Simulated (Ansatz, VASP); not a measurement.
**Two plane-wave programs on SnO2**

Contents of INCAR:

```
SYSTEM = SnO2
PREC = Accurate ; ENCUT = 1340
EDIFF = 1E-6 ; ISMEAR = 0
SIGMA = 0.05 ; LREAL = .False.
LASPH = .True. ; NELM = 120
ALGO = Normal ; ISIF = 2
LWAVE = .False. ; LCHARG = .False.
GGA = PS ; NBANDS = 20
GGA_COMPAT = .False.
```

The input KPOINTS:

```
regular mesh
0
Gamma
  12 12 12
  0 0 0
```

Contents of POSCAR:

```
SnO2
1.0
    1.5519000000      0.8959898828      4.7632000000
   -1.5519000000      0.8959898828      4.7632000000
    0.0000000000     -1.7919797655      4.7632000000
Sn O
1 2
Direct
    0.5000000000      0.5000000000      0.5000000000
    0.2414378084      0.2414378084      0.2414378084
    0.7585621916      0.7585621916      0.7585621916
```

Input for Ansatz:

```yaml
crystal:
  lattice:
    - [1.5519, 0.8959898828, 4.7632]
    - [-1.5519, 0.8959898828, 4.7632]
    - [0.0, -1.7919797655, 4.7632]
  atoms:
    - { symbol: Sn, position: [0.5, 0.5, 0.5] }
    - { symbol: O, position: [0.2414378084, 0.2414378084, 0.2414378084] }
    - { symbol: O, position: [0.7585621916, 0.7585621916, 0.7585621916] }
basis:
  ecutwfc: 520.0
kpoints:
  mp_grid: { grid: [12, 12, 12] }
hamiltonian:
  xc: pbesol
  pseudopotentials: { kind: paw, azcp: { folder: soft_1 } }
scf:
  occupations: { method: gaussian, width: 0.05 }
output:
  forces: true
  stress: true
  eigenvalues: true
  write_density: true
  write_potential: true
  elf: true
  volumetric_format: npy
```

Alike in both runs: task single point; functional PBEsol; k mesh 12 × 12 × 12; occupations gaussian, width 0.05 eV; no spin polarisation.

|  | VASP | Ansatz |
| --- | --- | --- |
| version | VASP 6.6.1 | Ansatz 0.2.0 |
| potentials or method | VASP PAW PBE potentials, release 64 (Sn_d, O_h), cutoff 1340 eV | scalar-relativistic, plane waves, PAW |
| valence electrons in the cell | 26 | 26 |

Ansatz gave:

| Quantity | Value |
| --- | --- |
| gap on the k mesh at the Fermi level (eV) | 2.46 |
| least direct gap on the mesh (eV) | 2.59 |
| pressure (GPa) | 5.7 |
| traceless stress, the component that is largest in VASP (GPa) | -8.65 |
| rms of the force components (eV/Å) | 0.175 |

Q: Estimate VASP's values.

A: gap on the k mesh at the Fermi level (eV): 2.46; least direct gap on the mesh (eV): 2.60; pressure (GPa): 6.2; traceless stress, the component that is largest in VASP (GPa): -8.82; rms of the force components (eV/Å): 0.141.

VASP's potentials were made for PBE, not for PBEsol, and Ansatz warns of the same on its side. Atom by atom the forces differ by 0.034 eV/Å (rms over components).
